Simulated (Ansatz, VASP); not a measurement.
## HfMg3: VASP beside Ansatz

```
Mg Hf
1.0
    -2.21141    2.21141    4.45452
     2.21141   -2.21141    4.45452
     2.21141    2.21141   -4.45452
Mg Hf
3 1
Direct
  0.50000 0.50000 0.00000
  0.25000 0.75000 0.50000
  0.75000 0.25000 0.50000
  0.00000 0.00000 0.00000
```

Alike in both runs: task single point; functional PBE; k mesh 7 × 7 × 7; no spin polarisation.

|  | VASP | Ansatz |
| --- | --- | --- |
| version | VASP 6.6.1 | Ansatz 0.2.0 |
| potentials or method | VASP PAW PBE potentials, release 64 (Mg, Hf_pv), cutoff 520 eV | plane waves, PAW |
| occupations | methfessel-paxton of order 1, width 0.1 eV | cold, width 0.1 eV |
| valence electrons in the cell | 16 | 56 |

|  | VASP | Ansatz | Ansatz less VASP |
| --- | --- | --- | --- |
| pressure (GPa) | 0.9 | 1.1 | +0.12 |
| traceless stress, the component that is largest in VASP (GPa) | -1.31 | -1.22 | +0.097 |

VASP's potentials hold 16 valence electrons a cell and Ansatz's 56, so a difference there can come from the potentials and not from the codes.

Spin-orbit coupling is off throughout.
